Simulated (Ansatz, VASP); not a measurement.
**Two plane-wave programs on Ru**

File INCAR:

```
PREC = Accurate ; ENCUT = 520
EDIFF = 1E-6 ; ISMEAR = 0
SIGMA = 0.15 ; LREAL = F
LASPH = T ; NELM = 100
ALGO = Fast ; ISIF = 2
LWAVE = F ; LCHARG = F
GGA = CA ; NBANDS = 21
```

The input KPOINTS:

```
Automatic mesh
0
Gamma
  21 21 10
```

The input POSCAR:

```
Ru
1.0
    2.6740588025      0.0000000000      0.0000000000
   -1.3370294013      2.3158028542      0.0000000000
    0.0000000000      0.0000000000      4.2267610266
Ru
2
Direct
    0.2856421466      0.6062124705      0.2500000000
    0.7143578534      0.3937875295      0.7500000000
```

Input for Ansatz:

```yaml
crystal:
  lattice:
    - [2.6740588025, 0.0, 0.0]
    - [-1.3370294013, 2.3158028542, 0.0]
    - [0.0, 0.0, 4.2267610266]
  atoms:
    - { symbol: Ru, position: [0.2856421466, 0.6062124705, 0.25] }
    - { symbol: Ru, position: [0.7143578534, 0.3937875295, 0.75] }
basis:
  ecutwfc: 420
kpoints:
  mp_grid: { grid: [21, 21, 10] }
hamiltonian:
  xc: lda
  pseudopotentials: { kind: paw, azcp: { folder: soft_1 } }
scf:
  occupations: { method: gaussian, width: 0.15 }
output:
  forces: true
  stress: true
  eigenvalues: true
```

Change from the starting cell: mode 4 frozen in at -0.047 Å and mode 5 at -0.140 Å (largest displacements).

Alike in both runs: task single point; functional LDA; k mesh 21 × 21 × 10; occupations gaussian, width 0.15 eV; no spin polarisation.

|  | VASP | Ansatz |
| --- | --- | --- |
| version | VASP 6.6.1 | Ansatz 0.2.0 |
| potentials or method | VASP PAW LDA potentials, release 64 (Ru_pv), cutoff 520 eV | scalar-relativistic, plane waves, PAW |
| valence electrons in the cell | 28 | 32 |

```csv
,VASP,Ansatz,Ansatz less VASP
gap on the k mesh at the Fermi level (eV),none,none,-
pressure (GPa),5.4,4.5,-0.95
"traceless stress, the component that is largest in VASP (GPa)",-9.12,-8.93,+0.191
rms of the force components (eV/Å),1.309,1.308,-0.0011
```

Ansatz warns that its potentials were made for another functional, while VASP's fit it. LDA's correlation is that of Perdew and Zunger in VASP and of Perdew and Wang (1992) in Ansatz. Atom by atom the forces differ by 0.005 eV/Å (rms over components). A gap of «none» marks a metal or a gap that the smearing closes. VASP's potentials hold 28 valence electrons a cell and Ansatz's 32, so a difference there can come from the potentials and not from the codes.
